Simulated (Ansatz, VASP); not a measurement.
GaN in VASP and in Ansatz

```
CELL_PARAMETERS angstrom
0.00000 2.25350 2.25350
2.25350 0.00000 2.25350
2.25350 2.25350 0.00000
ATOMIC_POSITIONS crystal
Ga 0.00000 0.00000 0.00000
N 0.25000 0.25000 0.25000
```

Alike in both runs: task single point; functional PBE; k mesh 6 × 6 × 6; occupations fermi-dirac, width 0.05 eV; no spin polarisation.

|  | VASP | Ansatz |
| --- | --- | --- |
| version | VASP 6.6.1 | Ansatz 0.2.0 |
| potentials or method | VASP PAW PBE potentials, release 64 (Ga_d, N) | Ansatz PAW |
| plane-wave cutoff (eV) | 520 | 420 |
| valence electrons in the cell | 18 | 18 |

Ansatz gave:

```
gap on the k mesh at the Fermi level (eV) : 1.71
least direct gap on the mesh (eV)         : 1.71
pressure (GPa)                            : 5.0
```

Question: What did VASP give for the same quantities?

Answer: gap on the k mesh at the Fermi level (eV): 1.72; least direct gap on the mesh (eV): 1.72; pressure (GPa): 5.0.

With one functional, cell and mesh, what is left measures potentials, basis and numerics.
